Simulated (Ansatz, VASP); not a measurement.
LiF: VASP beside Ansatz

The input INCAR:

```
ALGO = Normal
EDIFF = 1E-6
ENCUT = 520
GGA = PE
ISIF = 2
ISMEAR = -1
LASPH = T
LCHARG = F
LREAL = F
LWAVE = F
NBANDS = 12
NELM = 80
PREC = Accurate
SIGMA = 0.03
```

The input KPOINTS:

```
k-points
0
Gamma
  10 10 10
```

POSCAR

```
LiF
1.0
    0.0000000000      2.0470222626      2.0470222626
    2.0470222626      0.0000000000      2.0470222626
    2.0470222626      2.0470222626      0.0000000000
Li F
1 1
Direct
    0.0000000000      0.0000000000      0.0000000000
    0.5000000000      0.5000000000      0.5000000000
```

Input for Ansatz:

```yaml
crystal:
  lattice:
    - [0.0, 2.0470222626, 2.0470222626]
    - [2.0470222626, 0.0, 2.0470222626]
    - [2.0470222626, 2.0470222626, 0.0]
  atoms:
    - { symbol: Li, position: [0.0, 0.0, 0.0] }
    - { symbol: F, position: [0.5, 0.5, 0.5] }
kpoints:
  mp_grid: { grid: [10, 10, 10] }
scf:
  occupations: { method: fermi_dirac, width: 0.03 }
hamiltonian:
  xc: pbe
  pseudopotentials: { kind: all_electron, lapw: { basis_error: 0.001 } }
output:
  forces: true
  stress: true
  eigenvalues: true
```

Change from the starting cell: volume scaled by 1.05.

Alike in both runs: task single point; functional PBE; k mesh 10 × 10 × 10; occupations fermi-dirac, width 0.03 eV; no spin polarisation.

|  | VASP | Ansatz |
| --- | --- | --- |
| version | VASP 6.6.1 | Ansatz 0.2.0 |
| potentials or method | VASP PAW PBE potentials, release 64 (Li_sv, F), cutoff 520 eV | all-electron LAPW, scalar-relativistic |

```csv
,VASP,Ansatz,Ansatz less VASP
gap on the k mesh at the Fermi level (eV),8.67,8.65,-0.019
```

Ansatz ran all-electron here, and VASP with PAW potentials.

Noted on VASP's run: the cutoff is short for stress, so the pressure is rough.
